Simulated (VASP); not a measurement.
HfO2 (fluorite type): single point with HSE06

HfO2 (fluorite type):

```
Hf O
1.0
     0.00000    2.56836    2.56836
     2.56836    0.00000    2.56836
     2.56836    2.56836    0.00000
Hf O
1 2
Cartesian
  0.0000 0.0000 0.0000
  1.2842 1.2842 1.2842
  3.8525 3.8525 3.8525
```

```json
{"Program": "VASP 6.6.1", "Task": "single point", "Functional": "HSE06", "Potentials or basis": "VASP PAW PBE potentials, release 64 (Hf_pv, O)", "Cutoff": "520 eV", "k mesh": "4 × 4 × 4", "Occupations": "fermi-dirac, width 0.05 eV", "Spin": "no spin polarisation", "Dipole correction": "no", "Grid for exact exchange (PRECFOCK)": "Normal", "Further INCAR settings": "ALGO = Normal; EDIFF = 1e-06; NBANDS = 18", "Share of exact exchange": "0.25", "Screening parameter": "0.2079 1/Å"}
```

```json
{"Pressure": "-16.0 GPa", "Band gap on the k mesh": "5.22 eV"}
```

Levels at points of the mesh, in eV from the valence-band top:
```tsv
k point	band 8	band 9	band 10	band 11	band 12	band 13	band 14	band 15
(0.00, 0.00, 0.00)	-5.53	-0.65	-0.65	-0.65	5.35	5.35	7.07	11.84
(0.50, 0.00, 0.00)	-3.24	-2.86	-1.97	-1.97	6.08	6.08	8.27	10.55
(0.50, 0.50, 0.00)	-3.70	-1.58	-1.58	0.00	5.22	7.02	7.90	9.51
```

Wall time 11 min on 1 thread of Intel(R) Xeon(R) Platinum 8259CL CPU @ 2.50GHz (Skylake/Cascade Lake), with other jobs on the host, peak memory 0.26 GiB.

Caveat: the k points lie up to 0.53 Å⁻¹ apart; the PAW data sets were made with another functional, which shifts forces and pressure a little; spin-orbit coupling is left out, which moves the levels of the heavy elements. A k mesh can miss the band edges.
